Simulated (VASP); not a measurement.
# BP (F-43m) in VASP: a series of runs

BP is run at these levels: LDA; tasks: single point, relaxation of cell and atoms.

Everything below comes from runs of VASP 6.6.1. Logs are shortened: lines on timing, memory, paths and dates and some standing lists are left out, and cuts for length are marked.

## 1. The cell of the first run

Symmetry: F-43m, No. 216, cubic system. Conventional cell: a = 4.492 Å, b = 4.492 Å, c = 4.492 Å, α = 90.00°, β = 90.00°, γ = 90.00°. Within 2.6 Å of B (site symmetry -43m) lie 4 P at 1.94 Å. Within 2.6 Å of P (site symmetry -43m) lie 4 B at 1.94 Å.

## 2. Single point, LDA

Contents of INCAR:

```
SYSTEM = BP
ALGO     = Normal         ! electronic algorithm
EDIFF    = 1E-6           ! SCF threshold, eV
ENCUT    = 500            ! plane-wave cutoff, eV
GGA      = CA             ! functional
GGA_COMPAT= .FALSE.      
ISIF     = 2              ! what is computed and relaxed
ISMEAR   = 0              ! smearing method
LASPH    = .TRUE.         ! aspherical terms in the spheres
LCHARG   = .TRUE.         ! write CHGCAR
LELF     = .TRUE.         ! ELF
LREAL    = .FALSE.        ! projectors in reciprocal space
LVHAR    = .TRUE.       
LWAVE    = .FALSE.        ! write WAVECAR
NBANDS   = 11             ! bands
NELM     = 120            ! most SCF steps
PREC     = Accurate       ! precision mode
SIGMA    = 0.01           ! smearing width, eV
```

Contents of KPOINTS:

```
k-points
0
G
  6 6 6
  0 0 0
```

Contents of POSCAR:

```
BP
1.0
    0.0000000000      2.2458268444      2.2458268444
    2.2458268444      0.0000000000      2.2458268444
    2.2458268444      2.2458268444      0.0000000000
B P
1 1
Direct
    0.0000000000      0.0000000000      0.0000000000
    0.2500000000      0.2500000000      0.2500000000
```

Potentials or basis: VASP PAW LDA potentials, release 64 (B, P).

Run with:

```
> cat potpaw_LDA.64/B/POTCAR potpaw_LDA.64/P/POTCAR > POTCAR
> mpirun -np 1 vasp_std > vasp.out
```

OUTCAR:

```text
SYSTEM = BP
   EDIFF = 1E-6
   ENCUT = 500
   GGA = CA
   ISIF = 2
   ISMEAR = 0
   LASPH = .TRUE.
   LREAL = .FALSE.
   NELM = 120
   PREC = Accurate

 ion  position               nearest neighbor table
   1  0.000  0.000  0.000-   2 1.94   2 1.94   2 1.94   2 1.94
   2  0.250  0.250  0.250-   1 1.94   1 1.94   1 1.94   1 1.94

  LATTYP: Found a face centered cubic cell.
 ALAT       =     4.4916536888

  Lattice vectors:

 A1 = (   0.0000000000,   2.2458268444,   2.2458268444)
 A2 = (   2.2458268444,   0.0000000000,   2.2458268444)
 A3 = (   2.2458268444,   2.2458268444,   0.0000000000)

Analysis of symmetry for initial positions (statically):
=====================================================================
 Subroutine PRICEL returns:
 Original cell was already a primitive cell.

 Routine SETGRP: Setting up the symmetry group for a
 face centered cubic supercell.

 Subroutine GETGRP returns: Found 24 space group operations
 (whereof 24 operations were pure point group operations)
 out of a pool of 48 trial point group operations.

The static configuration has the point symmetry T_d .

Analysis of symmetry for dynamics (positions and initial velocities):
=====================================================================
 Subroutine PRICEL returns:
 Original cell was already a primitive cell.

 Routine SETGRP: Setting up the symmetry group for a
 face centered cubic supercell.

 Subroutine GETGRP returns: Found 24 space group operations
 (whereof 24 operations were pure point group operations)
 out of a pool of 48 trial point group operations.

The dynamic configuration has the point symmetry T_d .

 Subroutine INISYM returns: Found 24 space group operations
 (whereof 24 operations are pure point group operations),
 and found     1 'primitive' translations

----------------------------------------------------------------------------------------

                                     Primitive cell

  volume of cell :      22.6547

  direct lattice vectors                    reciprocal lattice vectors
     0.000000000  2.245826844  2.245826844    -0.222635152  0.222635152  0.222635152
     2.245826844  0.000000000  2.245826844     0.222635152 -0.222635152  0.222635152
     2.245826844  2.245826844  0.000000000     0.222635152  0.222635152 -0.222635152

  length of vectors
     3.176078782  3.176078782  3.176078782     0.385615394  0.385615394  0.385615394

  position of ions in fractional coordinates (direct lattice)
     0.000000000  0.000000000  0.000000000
     0.250000000  0.250000000  0.250000000

  ion indices of the primitive-cell ions
   primitive index   ion index
                 1           1
                 2           2

----------------------------------------------------------------------------------------

 KPOINTS: k-points

Automatic generation of k-mesh.
 Grid dimensions read from file:
 generate k-points for:    6    6    6

 Generating k-lattice:

  Cartesian coordinates                     Fractional coordinates (reciprocal lattice)
    -0.037105859  0.037105859  0.037105859     0.166666667  0.000000000  0.000000000
     0.037105859 -0.037105859  0.037105859     0.000000000  0.166666667  0.000000000
     0.037105859  0.037105859 -0.037105859     0.000000000  0.000000000  0.166666667

  Length of vectors
     0.064269232  0.064269232  0.064269232

  Shift w.r.t. Gamma in fractional coordinates (k-lattice)
     0.000000000  0.000000000  0.000000000

 Subroutine IBZKPT returns following result:
 ===========================================

 Found     16 irreducible k-points:

 Following reciprocal coordinates:
            Coordinates               Weight
  0.000000  0.000000  0.000000      1.000000
  0.166667  0.000000  0.000000      8.000000
  0.333333  0.000000  0.000000      8.000000
  0.500000  0.000000  0.000000      4.000000
  0.166667  0.166667  0.000000      6.000000
  0.333333  0.166667  0.000000     24.000000
[... 8 lines left out ...]
 -0.333333  0.333333  0.166667     24.000000
 -0.333333  0.500000  0.166667     12.000000
   k-points           NKPTS =     16   k-points in BZ     NKDIM =     16   number of bands    NBANDS=     11
   number of dos      NEDOS =    301   number of ions     NIONS =      2
   total plane-waves  NPLWV =  13824
   dimension x,y,z NGX =    24 NGY =   24 NGZ =   24
   dimension x,y,z NGXF=    48 NGYF=   48 NGZF=   48
   ions per type =               1   1
   NGX,Y,Z   is equivalent  to a cutoff of  12.56, 12.56, 12.56 a.u.
   NGXF,Y,Z  is equivalent  to a cutoff of  25.12, 25.12, 25.12 a.u.
 SYSTEM =  BP
   PREC   = accura    normal or accurate (medium, high low for compatibility)
   ISTART =      0    job   : 0-new  1-cont  2-samecut
   ICHARG =      2    charge: 1-file 2-atom 10-const
   ISPIN  =      1    spin polarized calculation?
   LNONCOLLINEAR =      F non collinear calculations
   LSORBIT =      F    spin-orbit coupling
   LASPH  =      T    aspherical Exc in radial PAW
   ENCUT  =  500.0 eV  36.75 Ry    6.06 a.u.   5.79  5.79  5.79*2*pi/ulx,y,z
   NELM   =    120;   NELMIN=  2; NELMDL= -5     # of ELM steps
   EDIFF  = 0.1E-05   stopping-criterion for ELM
   LREAL  =      F    real-space projection
[... 7 lines left out ...]
   TEBEG  =    0.0;   TEEND  =   0.0 temperature during run
   PSTRESS=    0.0 pullay stress
   NELECT =       8.0000    total number of electrons
   NUPDOWN=      -1.0000    fix difference up-down
   EMIN   =  10.00;   EMAX   =-10.00  energy-range for DOS
   EFERMI =   0.00;   METHOD = LEGACY
   ISMEAR =     0;   SIGMA  =   0.01  broadening in eV -4-tet -1-fermi 0-gaus
   EFERMI_NEDOS =   21; number of points for ismear=-14 and -15
   IALGO  =     38    algorithm
   IMIX   =      4    mixing-type and parameters
     AMIX     =   0.40;   BMIX     =  1.00
     AMIX_MAG =   1.60;   BMIX_MAG =  1.00
  volume/ion in A,a.u.               =      11.33        76.44
  Fermi-wavevector in a.u.,A,eV,Ry     =   1.157138  2.186674 18.217776  1.338969
  Thomas-Fermi vector in A             =   2.293752
   LORBIT       =      0    0 simple, 1 ext, 2 COOP (PROOUT), +10 PAW based schemes
   GGA     = CA    functional components
   LHFCALC =     F    Hartree Fock is set to
   AEXX    =    0.0000 exact exchange contribution
   IVDW    =     0    specifies the selected vdW correction
   LEPSILON=     F    determine dielectric tensor
   LRPA    =     F    only Hartree local field effects (RPA)
 non-spin polarized calculation
 Gauss-broadening in eV      SIGMA  =   0.01
  energy-cutoff  :      500.00
  volume of cell :       22.65
 maximum number of plane-waves:       589
   NGX = 11   NGY = 11   NGZ = 11

 number of electron       8.0000001 magnetization

 Free energy of the ion-electron system (eV)
  ---------------------------------------------------
  ext. energy  EPLUGINS =         0.00000000
  ---------------------------------------------------
  free energy    TOTEN  =       -14.38114600 eV

  energy without entropy =      -14.38114600  energy(sigma->0) =      -14.38114600

 E-fermi :   7.8827     XC(G=0): -11.2138

 val. band max:        7.7839408814   @ k =   0.0000   0.0000   0.0000
 cond. band min:       9.0238357536   @ k =   0.5000   0.5000   0.0000
 fundamental gap:      1.2398948721
 Fermi energy:         7.8826867426

 k-point     1 :       0.0000    0.0000    0.0000
  band No.  band energies     occupation
      1      -7.8831      2.00000
      2       7.7839      2.00000
      3       7.7839      2.00000
      4       7.7839      2.00000
      5      11.2084      0.00000
      6      11.2084      0.00000
      7      11.2084      0.00000
      8      15.6258      0.00000
      9      19.2545      0.00000
     10      20.0525      0.00000
     11      20.0525      0.00000

 k-point     2 :       0.1667    0.0000    0.0000
  band No.  band energies     occupation
      1      -7.3730      2.00000
      2       4.9130      2.00000
      3       7.1048      2.00000
      4       7.1048      2.00000
      5      11.8886      0.00000
      6      12.1297      0.00000
      7      12.1297      0.00000
      8      16.7704      0.00000
      9      18.7816      0.00000
     10      18.7816      0.00000
     11      20.5246      0.00000

 k-point     3 :       0.3333    0.0000    0.0000
  band No.  band energies     occupation
      1      -5.9146      2.00000
      2       0.9407      2.00000
      3       6.2901      2.00000
      4       6.2901      2.00000
      5      11.8434      0.00000
      6      12.6532      0.00000
      7      12.6532      0.00000
      8      17.8835      0.00000
      9      19.7611      0.00000
     10      19.7611      0.00000
     11      21.3225      0.00000

 k-point     4 :       0.5000    0.0000    0.0000
  band No.  band energies     occupation
      1      -4.4323      2.00000
      2      -1.4495      2.00000
      3       5.9980      2.00000
      4       5.9980      2.00000
      5      11.7505      0.00000
      6      12.4821      0.00000
      7      12.4821      0.00000
      8      17.8111      0.00000
      9      22.5576      0.00000
     10      22.5576      0.00000
     11      22.6295      0.00000
[... 127 lines left out ...]
 k-point    14 :       0.5000    0.3333    0.1667
  band No.  band energies     occupation
      1      -4.6575      2.00000
      2       1.2371      2.00000
      3       2.6363      2.00000
      4       4.4266      2.00000
      5      11.7583      0.00000
      6      13.2497      0.00000
      7      14.4126      0.00000
      8      17.4314      0.00000
      9      20.6175      0.00000
     10      21.5025      0.00000
     11      25.7405      0.00000

 k-point    15 :      -0.3333    0.3333    0.1667
  band No.  band energies     occupation
      1      -3.2900      2.00000
      2      -0.4367      2.00000
      3       2.1584      2.00000
      4       3.6792      2.00000
      5      12.2141      0.00000
      6      13.5681      0.00000
      7      16.4786      0.00000
      8      17.0749      0.00000
      9      18.3686      0.00000
     10      22.7697      0.00000
     11      25.5966      0.00000

 k-point    16 :      -0.3333    0.5000    0.1667
  band No.  band energies     occupation
      1      -2.6663      2.00000
      2      -0.4676      2.00000
      3       2.3169      2.00000
      4       2.4254      2.00000
      5      11.5601      0.00000
      6      12.1958      0.00000
      7      17.0552      0.00000
      8      17.6892      0.00000
      9      20.8319      0.00000
     10      24.1477      0.00000
     11      24.5249      0.00000

------------------------ aborting loop because EDIFF is reached ----------------------------------------

  FORCE on cell =-STRESS in cart. coord.  units (eV):
  Direction    XX          YY          ZZ          XY          YZ          ZX
  --------------------------------------------------------------------------------------
  -------------------------------------------------------------------------------------
  Total       -0.0152945     -0.0152945     -0.0152945      0.0000000      0.0000000      0.0000000
  in kB       -1.0816479     -1.0816479     -1.0816479      0.0000000      0.0000000      0.0000000
  external PRESSURE =      -1.0816479 kB  Pullay stress =       0.0000000 kB

 VOLUME and BASIS-vectors are now :
 -----------------------------------------------------------------------------
  energy-cutoff  :      500.00
  volume of cell :       22.65
      direct lattice vectors                 reciprocal lattice vectors
     0.000000000  2.245826844  2.245826844    -0.222635152  0.222635152  0.222635152
     2.245826844  0.000000000  2.245826844     0.222635152 -0.222635152  0.222635152
     2.245826844  2.245826844  0.000000000     0.222635152  0.222635152 -0.222635152

 POSITION                                       TOTAL-FORCE (eV/Angst)
 -----------------------------------------------------------------------------------
      0.00000      0.00000      0.00000         0.000000      0.000000      0.000000
      1.12291      1.12291      1.12291        -0.000000     -0.000000     -0.000000
 -----------------------------------------------------------------------------------
    total drift:                                0.000000      0.000000      0.000000

  FREE ENERGIE OF THE ION-ELECTRON SYSTEM (eV)
  ---------------------------------------------------
  free  energy   TOTEN  =       -14.3811459973 eV

  energy  without entropy=      -14.3811459973  energy(sigma->0) =      -14.38114600
```

It took 5.6 s on 1 thread of Intel Xeon 6975P-C, shared host; peak memory 0.12 GiB.

What came out:

```
Free energy            : -14.3811 eV
Pressure               : -0.1 GPa
Band gap on the k mesh : 1.24 eV, indirect (least direct gap 3.42 eV)
```

Levels at points of the mesh, in eV from the valence-band top:
| k point | band 1 | band 2 | band 3 | band 4 | band 5 | band 6 | band 7 | band 8 | band 9 |
| --- | --- | --- | --- | --- | --- | --- | --- | --- | --- |
| (0.00, 0.00, 0.00) | -15.67 | 0.00 | 0.00 | 0.00 | 3.42 | 3.42 | 3.42 | 7.84 | 11.47 |
| (0.50, 0.00, 0.00) | -12.22 | -9.23 | -1.79 | -1.79 | 3.97 | 4.70 | 4.70 | 10.03 | 14.77 |
| (0.50, 0.50, 0.00) | -10.67 | -8.64 | -4.22 | -4.22 | 1.24 | 1.52 | 12.29 | 12.29 | 15.35 |

## 3. Relaxation of cell and atoms, LDA

This run uses another cell than the first one, of 11.70 Å³/atom, 1.033 times its volume.

Contents of INCAR:

```
PREC     = Accurate       # precision mode
ENCUT    = 500            # plane-wave cutoff, eV
EDIFF    = 1E-7           # SCF threshold, eV
ISMEAR   = 0              # smearing method
SIGMA    = 0.01           # smearing width, eV
LREAL    = F              # projectors in reciprocal space
LASPH    = T              # aspherical terms in the spheres
NELM     = 120            # most SCF steps
ALGO     = Normal         # electronic algorithm
ISIF     = 3              # what is computed and relaxed
LWAVE    = F              # write WAVECAR
LCHARG   = F              # write CHGCAR
IBRION   = 2              # ionic algorithm
NSW      = 80             # ionic steps
EDIFFG   = -0.002         # ionic threshold
GGA_COMPAT= F            
NELMIN   = 4
```

Contents of KPOINTS:

```
regular mesh
0
Gamma
  6 6 6
```

Contents of POSCAR:

```
BP
1.0
    0.0000000000      2.2700000000      2.2700000000
    2.2700000000      0.0000000000      2.2700000000
    2.2700000000      2.2700000000      0.0000000000
B P
1 1
Direct
    0.0000000000      0.0000000000      0.0000000000
    0.2500000000      0.2500000000      0.2500000000
```

Potentials or basis: VASP PAW LDA potentials, release 64 (B, P).

Run with:

```
> cat potpaw_LDA.64/B/POTCAR potpaw_LDA.64/P/POTCAR > POTCAR
> mpirun -np 1 vasp_std > vasp.out
```

It used 4.7 s of CPU time on 1 thread of Intel Xeon 6975P-C (shared host).

Results (log left out):

```
Free energy                            : -14.3815 eV
Relaxed volume                         : 11.32 Å³/atom
Relaxed cell                           : a = 3.176 Å, b = 3.176 Å, c = 3.176 Å, α = 60.00°, β = 60.00°, γ = 60.00°
Space group after relaxing (to 0.05 Å) : F-43m (No. 216)
Energy gained by relaxing              : 6.5 meV/atom
Ionic steps                            : 3
Pressure after relaxing                : 0.0 GPa
Band gap on the k mesh                 : 1.24 eV, indirect (least direct gap 3.43 eV)
```

The path:
```csv
step,energy change (eV),largest force (eV/Å),pressure (GPa),volume (Å³)
1,0.0000,0.0000,-5.40,23.39
2,-0.0053,0.0000,4.56,22.09
3,-0.0130,0.0000,-0.02,22.64
```

Final structure:
```yaml
crystal:
  lattice:
    - [0.00000, 2.24543, 2.24543]
    - [2.24543, 0.00000, 2.24543]
    - [2.24543, 2.24543, 0.00000]
  atoms:
    - { symbol: B, position: [0.00000, 0.00000, 0.00000] }
    - { symbol: P, position: [0.25000, 0.25000, 0.25000] }
```

Levels at points of the mesh, in eV from the valence-band top:
```tsv
k point	band 1	band 2	band 3	band 4	band 5	band 6	band 7	band 8
(0.00, 0.00, 0.00)	-15.67	0.00	0.00	0.00	3.43	3.43	3.43	7.85
(0.50, 0.00, 0.00)	-12.22	-9.24	-1.79	-1.79	3.97	4.70	4.70	10.03
(0.50, 0.50, 0.00)	-10.68	-8.65	-4.22	-4.22	1.24	1.52	12.29	12.29
```
